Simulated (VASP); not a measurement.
# HC16 (a cell with a defect) in VASP: further runs

The runs below take HC16 (a cell with a defect) through relaxation of the atoms, with PBE+D3(BJ).

All numbers are computed with VASP 6.6.1; they aren't measurements. Logs are shortened: lines on timing, memory, paths and dates and some standing lists are left out, and cuts for length are marked.

## Step 1: The cell of the first run

The cell holds a defect, 17 atoms: a = 5.049 Å, b = 5.049 Å, c = 5.049 Å, α = 60.00°, β = 60.00°, γ = 60.00°.

## Step 2: Relaxation of the atoms, PBE+D3(BJ)

INCAR

```
SYSTEM = HC16
ALGO = Normal
EDIFF = 1E-7
EDIFFG = -0.03
ENCUT = 520
GGA = PE
IBRION = 2
ISIF = 2
ISMEAR = 0
IVDW = 12
LASPH = .TRUE.
LCHARG = .FALSE.
LREAL = Auto
LWAVE = .FALSE.
NELECT = 64.0
NELM = 80
NSW = 80
PREC = Accurate
SIGMA = 0.05
```

KPOINTS

```
k-points
0
G
  3 3 3
  0 0 0
```

POSCAR

```
HC16
1.0
    0.0000000000      3.5700000000      3.5700000000
    3.5700000000      0.0000000000      3.5700000000
    3.5700000000      3.5700000000      0.0000000000
C H
16 1
Direct
    0.0000000000      0.0000000000      0.0000000000
    0.1250000000      0.1250000000      0.1250000000
    0.0000000000      0.0000000000      0.5000000000
    0.1250000000      0.1250000000      0.6250000000
    0.0000000000      0.5000000000      0.0000000000
    0.1250000000      0.6250000000      0.1250000000
    0.0000000000      0.5000000000      0.5000000000
    0.1250000000      0.6250000000      0.6250000000
    0.5000000000      0.0000000000      0.0000000000
    0.6250000000      0.1250000000      0.1250000000
    0.5000000000      0.0000000000      0.5000000000
    0.6250000000      0.1250000000      0.6250000000
    0.5000000000      0.5000000000      0.0000000000
    0.6250000000      0.6250000000      0.1250000000
    0.5000000000      0.5000000000      0.5000000000
    0.6250000000      0.6250000000      0.6250000000
    0.7501230000      0.7488723000      0.7638342000
```

Potentials or basis: VASP PAW PBE potentials, release 64 (C, H).

On the command line:

```sh
cat potpaw_PBE.64/C/POTCAR potpaw_PBE.64/H/POTCAR > POTCAR
mpirun -np 1 vasp_std > vasp.out
```

OUTCAR:

```text
SYSTEM = HC16
   EDIFF = 1E-7
   EDIFFG = -0.03
   ENCUT = 520
   GGA = PE
   IBRION = 2
   ISIF = 2
   ISMEAR = 0
   IVDW = 12
   LASPH = .TRUE.
   LREAL = Auto
   NELECT = 64.0
   NELM = 80
   NSW = 80
   PREC = Accurate
 IVDW          = 12

 ion  position               nearest neighbor table
   1  0.000  0.000  0.000-   2 1.55   4 1.55   6 1.55  10 1.55
   2  0.125  0.125  0.125-   1 1.55   3 1.55   5 1.55   9 1.55
   3  0.000  0.000  0.500-   2 1.55   4 1.55   8 1.55  12 1.55
   4  0.125  0.125  0.625-   1 1.55   3 1.55   7 1.55  11 1.55
   5  0.000  0.500  0.000-   2 1.55   6 1.55   8 1.55  14 1.55
   6  0.125  0.625  0.125-   1 1.55   5 1.55   7 1.55  13 1.55
[... 8 lines left out ...]
  15  0.500  0.500  0.500-   8 1.55  12 1.55  14 1.55  16 1.55
  16  0.625  0.625  0.625-   7 1.55  11 1.55  13 1.55  15 1.55
  17  0.750  0.749  0.764-

  LATTYP: Found a face centered cubic cell.
 ALAT       =     7.1400000000

  Lattice vectors:

 A1 = (   0.0000000000,   3.5700000000,   3.5700000000)
 A2 = (   3.5700000000,   0.0000000000,   3.5700000000)
 A3 = (   3.5700000000,   3.5700000000,   0.0000000000)

Analysis of symmetry for initial positions (statically):
=====================================================================
 Subroutine PRICEL returns:
 Original cell was already a primitive cell.

 Routine SETGRP: Setting up the symmetry group for a
 face centered cubic supercell.

 Subroutine GETGRP returns: Found  1 space group operations
 (whereof  1 operations were pure point group operations)
 out of a pool of 48 trial point group operations.

The static configuration has the point symmetry C_1 .

Analysis of symmetry for dynamics (positions and initial velocities):
=====================================================================
 Subroutine PRICEL returns:
 Original cell was already a primitive cell.

 Routine SETGRP: Setting up the symmetry group for a
 face centered cubic supercell.

 Subroutine GETGRP returns: Found  1 space group operations
 (whereof  1 operations were pure point group operations)
 out of a pool of 48 trial point group operations.

The dynamic configuration has the point symmetry C_1 .

 Subroutine INISYM returns: Found  1 space group operations
 (whereof  1 operations are pure point group operations),
 and found     1 'primitive' translations

----------------------------------------------------------------------------------------

                                     Primitive cell

  volume of cell :      90.9986

  direct lattice vectors                    reciprocal lattice vectors
     0.000000000  3.570000000  3.570000000    -0.140056022  0.140056022  0.140056022
     3.570000000  0.000000000  3.570000000     0.140056022 -0.140056022  0.140056022
     3.570000000  3.570000000  0.000000000     0.140056022  0.140056022 -0.140056022

  length of vectors
     5.048742418  5.048742418  5.048742418     0.242584147  0.242584147  0.242584147

  position of ions in fractional coordinates (direct lattice)
     0.000000000  0.000000000  0.000000000
     0.125000000  0.125000000  0.125000000
     0.000000000  0.000000000  0.500000000
     0.125000000  0.125000000  0.625000000
     0.000000000  0.500000000  0.000000000
     0.125000000  0.625000000  0.125000000
[... 9 lines left out ...]
     0.625000000  0.625000000  0.625000000
     0.750123000  0.748872300  0.763834200

  ion indices of the primitive-cell ions
   primitive index   ion index
                 1           1
                 2           2
                 3           3
                 4           4
                 5           5
                 6           6
[... 9 lines left out ...]
                16          16
                17          17

----------------------------------------------------------------------------------------

 KPOINTS: k-points

Automatic generation of k-mesh.
 Grid dimensions read from file:
 generate k-points for:    3    3    3

 Generating k-lattice:

  Cartesian coordinates                     Fractional coordinates (reciprocal lattice)
    -0.046685341  0.046685341  0.046685341     0.333333333  0.000000000  0.000000000
     0.046685341 -0.046685341  0.046685341     0.000000000  0.333333333  0.000000000
     0.046685341  0.046685341 -0.046685341     0.000000000  0.000000000  0.333333333

  Length of vectors
     0.080861382  0.080861382  0.080861382

  Shift w.r.t. Gamma in fractional coordinates (k-lattice)
     0.000000000  0.000000000  0.000000000

 Subroutine IBZKPT returns following result:
 ===========================================

 Found     14 irreducible k-points:

 Following reciprocal coordinates:
            Coordinates               Weight
  0.000000  0.000000  0.000000      1.000000
  0.333333  0.000000  0.000000      2.000000
  0.000000  0.333333  0.000000      2.000000
  0.000000  0.000000  0.333333      2.000000
  0.333333  0.333333  0.333333      2.000000
  0.333333  0.333333  0.000000      2.000000
  0.000000  0.333333  0.333333      2.000000
  0.333333  0.000000  0.333333      2.000000
 -0.333333  0.333333  0.000000      2.000000
  0.000000 -0.333333  0.333333      2.000000
  0.333333  0.000000 -0.333333      2.000000
  0.333333  0.333333 -0.333333      2.000000
 -0.333333  0.333333 -0.333333      2.000000
  0.333333 -0.333333 -0.333333      2.000000
   k-points           NKPTS =     14   k-points in BZ     NKDIM =     14   number of bands    NBANDS=     41
   number of dos      NEDOS =    301   number of ions     NIONS =     17
   total plane-waves  NPLWV =  64000
   dimension x,y,z NGX =    40 NGY =   40 NGZ =   40
   dimension x,y,z NGXF=    80 NGYF=   80 NGZF=   80
   ions per type =              16   1
   NGX,Y,Z   is equivalent  to a cutoff of  13.17, 13.17, 13.17 a.u.
   NGXF,Y,Z  is equivalent  to a cutoff of  26.34, 26.34, 26.34 a.u.
 SYSTEM =  HC16
   PREC   = accura    normal or accurate (medium, high low for compatibility)
   ISTART =      0    job   : 0-new  1-cont  2-samecut
   ICHARG =      2    charge: 1-file 2-atom 10-const
   ISPIN  =      1    spin polarized calculation?
   LNONCOLLINEAR =      F non collinear calculations
   LSORBIT =      F    spin-orbit coupling
   LASPH  =      T    aspherical Exc in radial PAW
   ENCUT  =  520.0 eV  38.22 Ry    6.18 a.u.   9.39  9.39  9.39*2*pi/ulx,y,z
   NELM   =     80;   NELMIN=  2; NELMDL= -5     # of ELM steps
   EDIFF  = 0.1E-06   stopping-criterion for ELM
   LREAL  =      T    real-space projection
   EDIFFG = -.3E-01   stopping-criterion for IOM
   NSW    =     80    number of steps for IOM
   IBRION =      2    ionic relax: 0-MD 1-quasi-New 2-CG
   NFREE  =      1    steps in history (QN), initial steepest desc. (CG)
   ISIF   =      2    stress and relaxation
   ISYM   =      2    0-nonsym 1-usesym 2-fastsym
   POTIM  = 0.5000    time-step for ionic-motion
   TEBEG  =    0.0;   TEEND  =   0.0 temperature during run
   PSTRESS=    0.0 pullay stress
   NELECT =      64.0000    total number of electrons
   NUPDOWN=      -1.0000    fix difference up-down
   EMIN   =  10.00;   EMAX   =-10.00  energy-range for DOS
   EFERMI =   0.00;   METHOD = LEGACY
   ISMEAR =     0;   SIGMA  =   0.05  broadening in eV -4-tet -1-fermi 0-gaus
   EFERMI_NEDOS =   21; number of points for ismear=-14 and -15
   IALGO  =     38    algorithm
   IMIX   =      4    mixing-type and parameters
     AMIX     =   0.40;   BMIX     =  1.00
     AMIX_MAG =   1.60;   BMIX_MAG =  1.00
  volume/ion in A,a.u.               =       5.35        36.12
  Fermi-wavevector in a.u.,A,eV,Ry     =   1.455872  2.751200 28.838420  2.119564
  Thomas-Fermi vector in A             =   2.572856
   LORBIT       =      0    0 simple, 1 ext, 2 COOP (PROOUT), +10 PAW based schemes
   GGA     = PE    functional components
   LHFCALC =     F    Hartree Fock is set to
   AEXX    =    0.0000 exact exchange contribution
   IVDW    =    12    specifies the selected vdW correction
   LEPSILON=     F    determine dielectric tensor
   LRPA    =     F    only Hartree local field effects (RPA)
 conjugate gradient relaxation of ions
 non-spin polarized calculation
 Gauss-broadening in eV      SIGMA  =   0.05
  energy-cutoff  :      520.00
  volume of cell :       91.00
 maximum number of plane-waves:      2453
 NGX is ok and might be reduce to    40
   NGX = 19   NGY = 19   NGZ = 19

--------------------------------------- Ionic step        1  -------------------------------------------

 number of electron      63.9999994 magnetization

 Free energy of the ion-electron system (eV)
  ---------------------------------------------------
  ext. energy  EPLUGINS =         0.00000000
  ---------------------------------------------------
  free energy    TOTEN  =      -154.30896507 eV

  energy without entropy =     -154.30643173  energy(sigma->0) =     -154.30769840

------------------------ aborting loop because EDIFF is reached ----------------------------------------

 Edisp (eV)   -3.23200

 E8    (eV) :    -0.9202

  FORCE on cell =-STRESS in cart. coord.  units (eV):
  Direction    XX          YY          ZZ          XY          YZ          ZX
  --------------------------------------------------------------------------------------
  -------------------------------------------------------------------------------------
  Total     -11.06886   -11.08029   -11.01603    -0.02855    -0.06521    -0.07270
  in kB    -194.88517  -195.08639  -193.95506    -0.50266    -1.14820    -1.27995
  external pressure =     -194.64 kB  Pullay stress =        0.00 kB
[... 142 lines left out ...]
  FREE ENERGIE OF THE ION-ELECTRON SYSTEM (eV)
  ---------------------------------------------------
  free  energy   TOTEN  =      -157.6490342814 eV

  energy  without entropy=     -157.6483321379  energy(sigma->0) =     -157.64868321

 E-fermi :   9.9727     XC(G=0): -13.2677

 val. band max:        9.8676517554   @ k =   0.0000   0.0000   0.0000
 cond. band min:      10.0767203348   @ k =   0.0000   0.0000   0.0000
 fundamental gap:      0.2090685794
 Fermi energy:         9.9726731229

 k-point     1 :       0.0000    0.0000    0.0000
  band No.  band energies     occupation
      1     -11.8702      2.00000
      2      -6.1859      2.00000
      3      -5.8988      2.00000
      4      -5.8922      2.00000
      5      -5.8592      2.00000
      6      -5.0227      2.00000
[... 605 lines left out ...]
     40      18.4203      0.00000
     41      18.5971      0.00000

[... ionic steps 4 to 60 ...]

--------------------------------------- Ionic step       61  -------------------------------------------

 number of electron      63.9999999 magnetization

------------------------ aborting loop because EDIFF is reached ----------------------------------------

 Edisp (eV)   -3.23252

 E8    (eV) :    -0.9204
[... 99 lines left out ...]
  energy  without entropy=     -158.4597614236  energy(sigma->0) =     -158.45976142

--------------------------------------- Ionic step       63  -------------------------------------------

 number of electron      64.0000000 magnetization

 Free energy of the ion-electron system (eV)
  ---------------------------------------------------
  ext. energy  EPLUGINS =         0.00000000
  ---------------------------------------------------
  free energy    TOTEN  =      -155.22744839 eV

  energy without entropy =     -155.22744839  energy(sigma->0) =     -155.22744839

 E-fermi :  10.1651     XC(G=0): -13.2424

 val. band max:        9.8910222322   @ k =   0.0000   0.0000   0.0000
 cond. band min:      12.5272211745   @ k =   0.0000   0.0000   0.0000
 fundamental gap:      2.6361989423
 Fermi energy:        10.1650526860

 k-point     1 :       0.0000    0.0000    0.0000
  band No.  band energies     occupation
      1     -11.9889      2.00000
      2      -6.9363      2.00000
      3      -6.0116      2.00000
      4      -5.9354      2.00000
      5      -5.8827      2.00000
      6      -4.7878      2.00000
[... 653 lines left out ...]
  FREE ENERGIE OF THE ION-ELECTRON SYSTEM (eV)
  ---------------------------------------------------
  free  energy   TOTEN  =      -158.4599588274 eV

  energy  without entropy=     -158.4599588274  energy(sigma->0) =     -158.45995883

 reached required accuracy - stopping structural energy minimisation
```

It took 43 min on 1 thread of AMD EPYC 9R45 (Zen 5), shared host; peak memory 0.26 GiB.

What came out:

```
Free energy                  : -158.4600 eV
Energy gained by relaxing    : 54.1 meV/atom
Ionic steps                  : 63
Largest force after relaxing : 0.030 eV/Å
Dispersion energy per atom   : -0.190 eV
```

Forces in eV/Å, atoms in the order of the input:
```
C   -0.011 -0.017 -0.003
C   -0.012  0.007 -0.009
C   -0.004 -0.008 -0.001
C    0.018 -0.006 -0.011
C    0.005  0.011  0.001
C    0.005  0.012  0.006
C    0.007 -0.012  0.003
C    0.003  0.005 -0.007
C   -0.015  0.006 -0.008
C    0.006 -0.002  0.003
C    0.001 -0.015 -0.001
C    0.008 -0.005 -0.012
C    0.007  0.009  0.008
C   -0.012  0.012  0.000
C   -0.010 -0.009  0.010
C    0.014 -0.016  0.016
H   -0.011  0.027  0.003
```

Step by step:
| step | energy change (eV) | largest force (eV/Å) | pressure (GPa) |
| --- | --- | --- | --- |
| 1 | 0.0000 | 1.3179 | -19.46 |
| 3 | -0.1081 | 0.4129 | -20.09 |
| 5 | -0.1151 | 0.4927 | -20.01 |
| 7 | -0.1512 | 0.7899 | -19.97 |
| 9 | -0.3999 | 1.5398 | -18.78 |
| 11 | -0.4324 | 1.7865 | -18.20 |
| 13 | -0.4378 | 1.9194 | -17.82 |
| 15 | -0.4474 | 1.9506 | -17.56 |
| 17 | -0.4611 | 2.3538 | -17.19 |
| 19 | -0.5491 | 1.8992 | -17.21 |
| 21 | -0.6803 | 1.4387 | -16.70 |
| 23 | -0.7066 | 1.3671 | -16.89 |
| 25 | -0.7479 | 1.9389 | -17.03 |
| 27 | -0.8000 | 0.8258 | -17.21 |
| 29 | -0.8552 | 0.3814 | -17.64 |
| 31 | -0.8697 | 0.3125 | -17.73 |
| 33 | -0.8830 | 0.2883 | -17.61 |
| 35 | -0.8951 | 0.2563 | -17.31 |
| 37 | -0.9025 | 0.2731 | -16.99 |
| 39 | -0.9100 | 0.2123 | -16.50 |
| 41 | -0.9138 | 0.1697 | -16.16 |
| 43 | -0.9154 | 0.0969 | -15.98 |
| 45 | -0.9161 | 0.0457 | -15.88 |
| 47 | -0.9163 | 0.0452 | -15.86 |
| 49 | -0.9164 | 0.0459 | -15.85 |
| 51 | -0.9166 | 0.0463 | -15.84 |
| 53 | -0.9168 | 0.0539 | -15.84 |
| 55 | -0.9174 | 0.0567 | -15.83 |
| 57 | -0.9175 | 0.0632 | -15.83 |
| 59 | -0.9180 | 0.0605 | -15.85 |
| 61 | -0.9186 | 0.0480 | -15.91 |
| 63 | -0.9190 | 0.0298 | -15.97 |

Final structure:
```yaml
crystal:
  lattice:
    - [0.00000, 3.57000, 3.57000]
    - [3.57000, 0.00000, 3.57000]
    - [3.57000, 3.57000, 0.00000]
  atoms:
    - { symbol: C, position: [0.99333, 0.00232, 0.98993] }
    - { symbol: C, position: [0.11433, 0.12687, 0.11771] }
    - { symbol: C, position: [0.99737, 0.00349, 0.49031] }
    - { symbol: C, position: [0.12228, 0.12647, 0.61595] }
    - { symbol: C, position: [0.02570, 0.49041, 0.98525] }
    - { symbol: C, position: [0.12287, 0.62683, 0.11767] }
    - { symbol: C, position: [0.99936, 0.49960, 0.49164] }
    - { symbol: C, position: [0.13352, 0.62554, 0.60589] }
    - { symbol: C, position: [0.48400, 0.01266, 0.99299] }
    - { symbol: C, position: [0.61867, 0.12659, 0.11863] }
    - { symbol: C, position: [0.49617, 0.00205, 0.49180] }
    - { symbol: C, position: [0.62065, 0.12803, 0.61490] }
    - { symbol: C, position: [0.49461, 0.50050, 0.99167] }
    - { symbol: C, position: [0.59127, 0.63314, 0.12841] }
    - { symbol: C, position: [0.50320, 0.50054, 0.49197] }
    - { symbol: C, position: [0.62472, 0.62813, 0.61617] }
    - { symbol: H, position: [0.80807, 0.71570, 0.90293] }
```

Levels at points of the mesh, in eV from the Fermi level:
```
           k point  band 28  band 29  band 30  band 31  band 32  band 33  band 34  band 35  band 36  band 37
(0.00, 0.00, 0.00)    -3.01    -2.89    -0.56    -0.42    -0.27     2.36     3.04     4.02     4.23     4.53
```

Caveat: the k points lie up to 0.51 Å⁻¹ apart; the cell carries a net charge on a neutralising background, which shifts energy and pressure; the cell is charged against a uniform background, so pressure and absolute levels hang on convention.

## Step 3: Relaxation of the atoms, PBE+D3(BJ)

INCAR, as its differences from that of step 2:

```diff
@@ -10,6 +10,6 @@
 IVDW = 12
-LASPH = .TRUE.
-LCHARG = .FALSE.
+LASPH = .True.
+LCHARG = .False.
 LREAL = Auto
-LWAVE = .FALSE.
+LWAVE = .False.
 NELECT = 64.0
```

KPOINTS

```
k-points
0
Gamma
  3 3 3
  0 0 0
```

POSCAR, as its differences from that of step 2:

```diff
@@ -24,2 +24,2 @@
     0.6250000000      0.6250000000      0.6250000000
-    0.7501230000      0.7488723000      0.7638342000
+    0.8653967900      0.3844663300      0.8793329500
```

Potentials or basis: VASP PAW PBE potentials, release 64 (C, H).

On the command line:

```sh
cat potpaw_PBE.64/C/POTCAR potpaw_PBE.64/H/POTCAR > POTCAR
mpirun -np 1 vasp_std > vasp.out
```

It took 63 min on 1 thread of Intel Xeon Platinum 8375C at 2.90GHz (Ice Lake), shared host; peak memory 0.29 GiB.

It converged, with:

```yaml
Free_energy: -158.4600 eV
Energy_gained_by_relaxing: 54.3 meV/atom
Ionic_steps: 65
Largest_force_after_relaxing: 0.025 eV/Å
Dispersion_energy_per_atom: -0.190 eV
```

Forces in eV/Å, atoms in the order of the input:
```
C   -0.001  0.006 -0.009
C   -0.003  0.001 -0.002
C    0.003  0.003  0.005
C    0.004  0.001  0.003
C   -0.006 -0.002  0.000
C   -0.011  0.007  0.001
C    0.004 -0.002  0.004
C    0.004 -0.003 -0.002
C    0.000 -0.006  0.004
C   -0.004 -0.001  0.005
C   -0.003 -0.004 -0.001
C   -0.002 -0.005  0.002
C   -0.005 -0.001  0.000
C    0.005  0.006  0.001
C   -0.002 -0.001 -0.003
C   -0.006  0.001  0.000
H    0.023 -0.001 -0.009
```

Step by step:
| step | energy change (eV) | largest force (eV/Å) | pressure (GPa) |
| --- | --- | --- | --- |
| 1 | 0.0000 | 1.3142 | -19.46 |
| 3 | -0.1062 | 0.3240 | -20.08 |
| 5 | -0.1107 | 0.3750 | -20.05 |
| 7 | -0.1530 | 0.7799 | -19.98 |
| 9 | -0.4959 | 1.7127 | -18.42 |
| 11 | -0.5227 | 1.8818 | -18.01 |
| 13 | -0.5332 | 2.3024 | -17.56 |
| 15 | -0.5348 | 2.3366 | -17.51 |
| 17 | -0.5403 | 2.4926 | -17.32 |
| 19 | -0.5474 | 2.6844 | -17.06 |
| 21 | -0.5895 | 2.5227 | -17.07 |
| 23 | -0.7261 | 1.8842 | -16.97 |
| 25 | -0.8361 | 1.5296 | -16.35 |
| 27 | -0.8915 | 0.4832 | -16.40 |
| 29 | -0.8969 | 0.5871 | -16.38 |
| 31 | -0.9087 | 0.2022 | -16.31 |
| 33 | -0.9126 | 0.1303 | -16.27 |
| 35 | -0.9144 | 0.0926 | -16.18 |
| 37 | -0.9152 | 0.0847 | -16.10 |
| 39 | -0.9160 | 0.0878 | -15.97 |
| 41 | -0.9170 | 0.0969 | -15.77 |
| 43 | -0.9177 | 0.0683 | -15.64 |
| 45 | -0.9179 | 0.0696 | -15.61 |
| 47 | -0.9182 | 0.0639 | -15.60 |
| 49 | -0.9184 | 0.1777 | -15.62 |
| 51 | -0.9188 | 0.1090 | -15.62 |
| 53 | -0.9198 | 0.1087 | -15.69 |
| 55 | -0.9199 | 0.1218 | -15.74 |
| 57 | -0.9208 | 0.0910 | -15.80 |
| 59 | -0.9215 | 0.1364 | -16.10 |
| 61 | -0.9223 | 0.0652 | -16.01 |
| 63 | -0.9229 | 0.0359 | -16.05 |
| 65 | -0.9230 | 0.0247 | -16.04 |

Final structure:
```
C H
1.0
     0.00000    3.57000    3.57000
     3.57000    0.00000    3.57000
     3.57000    3.57000    0.00000
C H
16 1
Direct
  0.00897 0.99411 0.99664
  0.13347 0.11561 0.12530
  0.00915 0.98946 0.49845
  0.13340 0.11480 0.62278
  0.01930 0.48993 0.99961
  0.13313 0.62080 0.12458
  0.01020 0.48839 0.49709
  0.13497 0.61590 0.62161
  0.50739 0.99236 0.99831
  0.63337 0.11183 0.12462
  0.50655 0.98876 0.49851
  0.63528 0.11031 0.62285
  0.49685 0.47806 0.99227
  0.63945 0.62639 0.13489
  0.50751 0.48369 0.49858
  0.63213 0.61449 0.61288
  0.72427 0.54959 0.91037
```

Levels at points of the mesh, in eV from the Fermi level:
```tsv
k point	band 28	band 29	band 30	band 31	band 32	band 33	band 34	band 35	band 36	band 37
(0.00, 0.00, 0.00)	-3.01	-2.88	-0.56	-0.42	-0.27	2.40	3.02	4.02	4.23	4.53
```

Caveat: the k points lie up to 0.51 Å⁻¹ apart; the cell carries a net charge on a neutralising background, which shifts energy and pressure; the cell is charged against a uniform background, so pressure and absolute levels hang on convention.
